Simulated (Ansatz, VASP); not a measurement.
BN in VASP and in Ansatz

Contents of INCAR:

```
SYSTEM = BN
  PREC = Accurate
  ENCUT = 520
  EDIFF = 1E-6
  ISMEAR = -1
  SIGMA = 0.05
  LREAL = .FALSE.
  LASPH = .TRUE.
  NELM = 60
  ALGO = Normal
  ISIF = 2
  LWAVE = .FALSE.
  LCHARG = .TRUE.
  GGA = PS
  LELF = .TRUE.
  LVHAR = .TRUE.
  NBANDS = 11
```

Contents of KPOINTS:

```
Automatic mesh
0
G
  13 13 13
  0 0 0
```

File POSCAR:

```
BN
1.0
    0.0000000000      3.4718566277      2.1515532769
    1.2432316315      0.0000000000      2.1515532769
    1.2432316315      3.4718566277      0.0000000000
N B
1 1
Direct
    0.6666513400      0.6666513400      0.3333486600
    0.0000486500      0.0000486500      0.9999513500
```

Contents of input.yaml:

```yaml
crystal:
  lattice:
    - [0.0, 3.4718566277, 2.1515532769]
    - [1.2432316315, 0.0, 2.1515532769]
    - [1.2432316315, 3.4718566277, 0.0]
  atoms:
    - { symbol: "N", position: [0.66665134, 0.66665134, 0.33334866] }
    - { symbol: B, position: [4.865e-05, 4.865e-05, 0.99995135] }
hamiltonian:
  xc: pbesol
  pseudopotentials: { kind: paw }
kpoints:
  mp_grid: { grid: [13, 13, 13] }
scf:
  occupations: { method: fermi_dirac, width: 0.05 }
output:
  forces: true
  stress: true
  eigenvalues: true
```

Alike in both runs: task single point; functional PBEsol; k mesh 13 × 13 × 13; occupations fermi-dirac, width 0.05 eV; no spin polarisation.

```csv
,VASP,Ansatz
version,VASP 6.6.1,Ansatz 0.2.0
potentials or method,"VASP PAW PBE potentials, release 64 (N, B)",Ansatz PAW
plane-wave cutoff (eV),520,420
valence electrons in the cell,8,8
```

Ansatz gave:

| Property | Result |
| --- | --- |
| gap on the k mesh at the Fermi level (eV) | 3.81 |
| least direct gap on the mesh (eV) | 4.64 |
| pressure (GPa) | 5.4 |
| traceless stress, the component that is largest in VASP (GPa) | -5.13 |
| rms of the force components (eV/Å) | 0.006 |

Task: What did VASP give for the same quantities?

Result: gap on the k mesh at the Fermi level (eV): 3.80; least direct gap on the mesh (eV): 4.64; pressure (GPa): 5.7; traceless stress, the component that is largest in VASP (GPa): -5.57; rms of the force components (eV/Å): 0.006.

VASP's potentials were made for PBE, not for PBEsol. Atom by atom the forces differ by 0.000 eV/Å (rms over components).

Noted on Ansatz's run: odd divisions of the mesh miss points on the zone boundary, where band edges often lie, so the gap on the mesh can be too wide.
